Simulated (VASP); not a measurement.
CaF2 (l.bB):

```
CELL_PARAMETERS angstrom
0.00000 2.71000 2.71000
2.71000 0.00000 2.71000
2.71000 2.71000 0.00000
ATOMIC_POSITIONS crystal
Ca 0.00000 0.00000 0.00000
F 0.25000 0.25000 0.25000
F 0.75000 0.75000 0.75000
```

```yaml
Program: VASP 6.6.1
Task: relaxation of cell and atoms
Functional: LDA
Potentials_or_basis: VASP PAW LDA potentials, release 64 (Ca_sv, F)
Cutoff: 600 eV
k_mesh: 8 × 8 × 8
Occupations: gaussian, width 0.02 eV
Spin: no spin polarisation
```

At the start: pressure -4.4 GPa; volume 13.27 Å³/atom.

Problem. Where does the relaxation end?

Solution. Over 3 steps the energy falls by 9.0 meV/atom and the volume is 12.64 Å³/atom (-4.7 %); space group Fm-3m (No. 225, to 0.05 Å).

The path:
```tsv
step	energy change (eV)	largest force (eV/Å)	pressure (GPa)	volume (Å³)
1	0.0000	0.0000	-4.41	39.81
2	-0.0269	0.0000	0.50	37.74
3	-0.0271	0.0000	0.00	37.92
```

Final structure:
```
Ca F
1.0
     0.00000    2.66655    2.66655
     2.66655    0.00000    2.66655
     2.66655    2.66655    0.00000
Ca F
1 2
Direct
  0.00000 0.00000 0.00000
  0.25000 0.25000 0.25000
  0.75000 0.75000 0.75000
```
